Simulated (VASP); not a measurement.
Crystal: B5N.

```
B N
1.0
     3.92028    0.00000    0.00000
    -1.96014    3.39506    0.00000
     0.00000    0.00000    3.66361
B N
5 1
Direct
  0.66479 0.66479 0.00000
  0.33333 0.66667 0.50000
  0.00000 0.33521 0.00000
  0.33521 0.00000 0.00000
  0.66667 0.33333 0.50000
  0.00000 0.00000 0.50000
```

The cell was built from a structure type or drawn by symmetry, and may not be a known phase.

| Quantity | Value |
| --- | --- |
| Program | VASP 6.6.1 |
| Task | relaxation of cell and atoms |
| Functional | PBE |
| Potentials or basis | VASP PAW PBE potentials, release 64 (B, N) |
| Cutoff | 600 eV |
| k mesh | 6 × 6 × 6 |
| Occupations | gaussian, width 0.1 eV |
| Spin | no spin polarisation |

At the start: pressure -35.5 GPa; volume 8.13 Å³/atom.

Q: How do energy, volume and symmetry change on relaxing?

A: Over 29 steps the energy falls by 698.7 meV/atom and the volume is 7.90 Å³/atom (-2.8 %); space group P-62m (No. 189, to 0.1 Å) before and after.

The path:
| step | energy change (eV) | largest force (eV/Å) | pressure (GPa) | volume (Å³) |
| --- | --- | --- | --- | --- |
| 1 | 0.0000 | 0.8571 | -35.48 | 48.76 |
| 2 | -1.7653 | 1.0246 | 0.34 | 37.13 |
| 3 | -1.7664 | 1.0246 | 1.99 | 36.88 |
| 4 | -1.9080 | 0.7578 | 2.82 | 36.77 |
| 5 | -2.1655 | 0.3284 | 9.93 | 36.46 |
| 6 | -2.4179 | 0.0291 | 26.59 | 35.80 |
| 7 | -2.4820 | 0.0131 | 25.35 | 35.99 |
| 8 | -2.6595 | 0.0649 | 21.11 | 36.54 |
| 9 | -2.9056 | 0.3108 | 11.91 | 37.64 |
| 10 | -2.9242 | 0.8372 | -7.17 | 39.85 |
| 11 | -2.9848 | 0.6608 | 0.25 | 38.99 |
| 12 | -3.0679 | 0.6444 | 0.95 | 39.01 |
| 13 | -3.2902 | 0.5630 | 3.62 | 39.07 |
| 14 | -3.6454 | 0.2373 | 10.49 | 39.07 |
| 15 | -3.5734 | 0.5010 | 34.44 | 38.62 |
| 16 | -3.7923 | 0.1076 | 19.29 | 38.92 |
| 17 | -3.9333 | 0.0704 | 13.79 | 40.28 |
| 18 | -4.1527 | 0.0773 | 1.69 | 44.45 |
| 19 | -4.1763 | 0.1395 | -2.22 | 46.37 |
| 20 | -4.1763 | 0.1438 | -2.49 | 46.53 |
| 21 | -4.1857 | 0.0955 | -0.81 | 46.70 |
| 22 | -4.1870 | 0.0695 | 0.08 | 46.78 |
| 23 | -4.1870 | 0.0679 | 0.13 | 46.79 |
| 24 | -4.1875 | 0.0652 | 0.09 | 46.82 |
| 25 | -4.1888 | 0.0563 | -0.04 | 46.93 |
| 26 | -4.1906 | 0.0418 | -0.33 | 47.13 |
| 27 | -4.1915 | 0.0235 | -1.04 | 47.55 |
| 28 | -4.1919 | 0.0172 | -0.77 | 47.51 |
| 29 | -4.1924 | 0.0033 | -0.11 | 47.42 |

Final structure:
```
B N
1.0
     3.29152    0.00000    0.00000
    -1.64576    2.85054    0.00000
     0.00000    0.00000    5.05392
B N
5 1
Direct
  0.47657 0.47657 0.00000
  0.33333 0.66667 0.50000
  0.00000 0.52343 0.00000
  0.52343 0.00000 0.00000
  0.66667 0.33333 0.50000
  0.00000 0.00000 0.50000
```

Caveat: a cell axis changed by over 15 % at a fixed basis, so the end point is rough.
